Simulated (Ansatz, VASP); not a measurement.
Two plane-wave programs on CoSi2

```
Co Si
1.0
     0.00000    2.70833    2.70833
     2.70833    0.00000    2.70833
     2.70833    2.70833    0.00000
Co Si
1 2
Direct
  0.00000 0.00000 0.00000
  0.25000 0.25000 0.25000
  0.75000 0.75000 0.75000
```

Alike in both runs: task single point; functional PBEsol; k mesh 14 × 14 × 14; occupations gaussian, width 0.1 eV; no spin polarisation.

|  | VASP | Ansatz |
| --- | --- | --- |
| version | VASP 6.6.1 | Ansatz 0.2.0 |
| potentials or method | VASP PAW PBE potentials, release 64 (Co, Si), cutoff 520 eV | scalar-relativistic, plane waves, PAW |
| valence electrons in the cell | 17 | 25 |

```csv
,VASP,Ansatz,Ansatz less VASP
gap on the k mesh at the Fermi level (eV),none,none,-
pressure (GPa),-9.9,-9.9,-0.02
```

VASP's potentials were made for PBE, not for PBEsol. A gap of «none» marks a metal or a gap that the smearing closes. With one functional, cell and mesh, what is left measures potentials, basis and numerics. VASP's potentials hold 17 valence electrons a cell and Ansatz's 25, so a difference there can come from the potentials and not from the codes.
